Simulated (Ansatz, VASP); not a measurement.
# One calculation of TaSi2, two programs

```
Ta Si
1.0
     4.76086    0.00000    0.00000
    -2.38043    4.12303    0.00000
     0.00000    0.00000    6.55578
Ta Si
3 6
Cartesian
  2.3804 0.1875 3.2779
  1.3526 1.9678 5.4632
  -1.3526 1.9678 1.0926
  0.0000 1.4553 3.2779
  3.7465 0.5857 5.4632
  1.1201 3.3954 1.0926
  2.3804 2.9517 3.2779
  -1.1201 3.3954 5.4632
  1.0144 0.5857 1.0926
```

Change from the starting cell: mode 4 (107.0 1/cm) frozen in, largest displacement +0.188 Å.

Alike in both runs: task single point; functional PBEsol; k mesh 12 × 12 × 6; occupations gaussian, width 0.15 eV; no spin polarisation.

```csv
,VASP,Ansatz
version,VASP 6.6.1,Ansatz 0.2.0
potentials or method,"VASP PAW PBE potentials, release 64 (Ta_pv, Si), cutoff 520 eV","scalar-relativistic, plane waves, PAW"
valence electrons in the cell,57,63
```

|  | VASP | Ansatz | Ansatz less VASP |
| --- | --- | --- | --- |
| gap on the k mesh at the Fermi level (eV) | none | none | - |
| pressure (GPa) | 1.0 | 0.7 | -0.32 |
| traceless stress, the component that is largest in VASP (GPa) | 0.33 | 0.28 | -0.056 |
| rms of the force components (eV/Å) | 0.510 | 0.510 | -0.0002 |

VASP's potentials were made for PBE, not for PBEsol. Atom by atom the forces differ by 0.002 eV/Å (rms over components). A gap of «none» marks a metal or a gap that the smearing closes. VASP's potentials hold 57 valence electrons a cell and Ansatz's 63, so a difference there can come from the potentials and not from the codes.

Neither program's run includes spin-orbit coupling.
